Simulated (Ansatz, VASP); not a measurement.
**Al32HNO47 in VASP and in Ansatz**

```
CELL_PARAMETERS angstrom
4.80788 2.77583 8.74841
-4.80788 2.77583 8.74841
0.00000 -5.55167 8.74841
ATOMIC_POSITIONS crystal
Al 0.32485 0.32355 0.32494
Al 0.42257 0.43069 0.42668
Al 0.07331 0.07492 0.07542
Al 0.17759 0.17573 0.17633
Al 0.32540 0.32315 0.82397
Al 0.42639 0.42589 0.92661
Al 0.07586 0.07374 0.57458
Al 0.17530 0.17609 0.67811
Al 0.32396 0.82464 0.32501
Al 0.42705 0.92618 0.42647
Al 0.07543 0.57513 0.07383
Al 0.17624 0.67661 0.17751
Al 0.32396 0.82341 0.82522
Al 0.42484 0.92461 0.93020
Al 0.07312 0.57440 0.57609
Al 0.17675 0.67614 0.67699
Al 0.83103 0.33125 0.32248
Al 0.92838 0.42756 0.42868
Al 0.57468 0.07373 0.07261
Al 0.67500 0.17543 0.17488
Al 0.82436 0.32412 0.82532
Al 0.92639 0.42671 0.92735
Al 0.56675 0.07160 0.58316
Al 0.68059 0.17471 0.67103
Al 0.82410 0.82443 0.32495
Al 0.92669 0.92595 0.42782
Al 0.57456 0.57383 0.07508
Al 0.67613 0.67750 0.17608
Al 0.82453 0.82350 0.82527
Al 0.92663 0.92652 0.92610
Al 0.57468 0.57366 0.57444
Al 0.67646 0.67545 0.67737
O 0.22299 0.02849 0.37547
O 0.47215 0.12517 0.27797
O 0.03142 0.37583 0.22153
O 0.37591 0.22205 0.02795
O 0.12609 0.27877 0.47276
O 0.27871 0.47209 0.12570
O 0.22125 0.02786 0.87704
O 0.47046 0.12274 0.78180
O 0.02777 0.37529 0.72358
O 0.37241 0.22085 0.53022
O 0.12540 0.27846 0.97271
O 0.27699 0.47250 0.62677
O 0.22171 0.52906 0.37643
O 0.47097 0.62814 0.27708
O 0.02780 0.87600 0.22335
O 0.37484 0.72173 0.02993
O 0.12542 0.77846 0.47293
O 0.27778 0.97218 0.12680
O 0.22312 0.52822 0.87539
O 0.47220 0.62425 0.77907
O 0.02954 0.87511 0.72230
O 0.37605 0.72163 0.52842
O 0.12525 0.77849 0.97281
O 0.27867 0.97108 0.62606
O 0.71996 0.02829 0.37686
O 0.97247 0.12628 0.27951
O 0.52778 0.37545 0.22009
O 0.87406 0.22210 0.03039
O 0.78029 0.47413 0.12434
O 0.72301 0.02853 0.87396
O 0.97259 0.12516 0.77965
O 0.53004 0.37395 0.71940
O 0.87896 0.22309 0.52891
O 0.62578 0.27789 0.97110
O 0.77863 0.47239 0.62662
O 0.72517 0.53201 0.37389
O 0.97326 0.62588 0.27918
O 0.52879 0.87574 0.22192
O 0.87595 0.72247 0.02867
O 0.62524 0.77873 0.47300
O 0.77864 0.97181 0.12541
O 0.72191 0.52838 0.87632
O 0.97234 0.62507 0.77934
O 0.52713 0.87286 0.72502
O 0.87501 0.72194 0.52941
O 0.62521 0.77861 0.97260
O 0.77965 0.96822 0.62750
N 0.62859 0.27942 0.46369
H 0.68612 0.22647 0.37602
```

Alike in both runs: functional PBE; k mesh 1 × 1 × 1; no spin polarisation.

Ansatz relaxed the structure, and its values are those at the end. VASP's run is a single point on that final structure, the one shown.

```csv
,VASP,Ansatz
version,VASP 6.6.1,Ansatz 0.2.0
potentials or method,"VASP PAW PBE potentials, release 64 (Al, O, N, H), cutoff 520 eV",plane-wave PAW DFT
occupations,"gaussian, width 0.01 eV",fixed
valence electrons in the cell,384,384
```

Ansatz gave:

| Item | Value |
| --- | --- |
| gap on the k mesh at the Fermi level (eV) | 5.54 |
| rms of the force components (eV/Å) | 0.003 |

Question: Which values does VASP return?

Answer: gap on the k mesh at the Fermi level (eV): 5.53; rms of the force components (eV/Å): 0.006.
